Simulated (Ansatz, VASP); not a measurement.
## CuI: VASP beside Ansatz

```
I Cu
1.0
     0.00000    3.03150    3.03150
     3.03150    0.00000    3.03150
     3.03150    3.03150    0.00000
I Cu
1 1
Direct
  0.00000 0.00000 0.00000
  0.75000 0.75000 0.75000
```

Alike in both runs: functional r2SCAN; k mesh 6 × 6 × 6; occupations fermi-dirac, width 0.05 eV; non-collinear spin, spin-orbit coupling.

|  | VASP | Ansatz |
| --- | --- | --- |
| version | VASP 6.6.1 | Ansatz 0.2.0 |
| potentials or method | VASP PAW PBE potentials, release 64 (I, Cu) | Ansatz PAW |
| plane-wave cutoff (eV) | 520 | 500 |
| valence electrons in the cell | 18 | 36 |
| task | single point | band structure |

```csv
,VASP,Ansatz,Ansatz less VASP
pressure (GPa),-0.8,-0.8,+0.03
net moment per atom (μB),0.00,0.00,0.000
```

VASP's potentials were made for PBE, not for r2SCAN. VASP's potentials hold 18 valence electrons a cell and Ansatz's 36, so a difference there can come from the potentials and not from the codes.
